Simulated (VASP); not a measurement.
Write the native input for VASP 6.6.1 that does the following.

- Task: single point
- Functional: PBEsol
- Potentials or basis: VASP PAW PBE potentials, release 64 (Hf_pv)
- Cutoff: 520 eV
- k mesh: 10 × 10 × 10
- Occupations: fermi-dirac, width 0.05 eV
- Spin: non-collinear spin, zero start, spin-orbit coupling
- Starting moments: [[0.0, 0.0, 0.0]] μB
- Dipole correction: no
- Further INCAR settings: ALGO = Normal; EDIFF = 1e-06; NBANDS = 21

The structure of Hf lies in POSCAR:

```
Hf
1.0
    0.0000000000      2.2200000000      2.2200000000
    2.2200000000      0.0000000000      2.2200000000
    2.2200000000      2.2200000000      0.0000000000
Hf
1
Direct
    0.0000000000      0.0000000000      0.0000000000
```

One way to write it, as run:

INCAR

```
SYSTEM = Hf
  ALGO = Normal
  EDIFF = 1E-6
  ENCUT = 520
  GGA = PS
  GGA_COMPAT = .False.
  ISIF = 2
  ISMEAR = -1
  LASPH = .True.
  LCHARG = .False.
  LMAXMIX = 4
  LORBIT = 11
  LORBMOM = .True.
  LREAL = .False.
  LSORBIT = .True.
  LWAVE = .False.
  MAGMOM = 0 0 0
  NBANDS = 21
  NELM = 150
  PREC = Accurate
  SIGMA = 0.05
```

KPOINTS

```
k-points
0
Gamma
  10 10 10
  0 0 0
```

Potentials or basis: VASP PAW PBE potentials, release 64 (Hf_pv).

The run is started by

```sh
$ cat potpaw_PBE.64/Hf_pv/POTCAR > POTCAR
$ mpirun -np 1 vasp_ncl > vasp.out
```

It gave:

```json
{
  "Pressure": "-2.5 GPa",
  "Net moment": "0.00 μB per cell",
  "Valence electrons inside the program's atomic spheres": "Hf 8.44"
}
```

Caveat: the PAW data sets were made with another functional, which shifts forces and pressure a little.

It took 71 s on 1 thread of AMD EPYC 7R13, with other jobs on the host, peak memory 0.18 GiB.
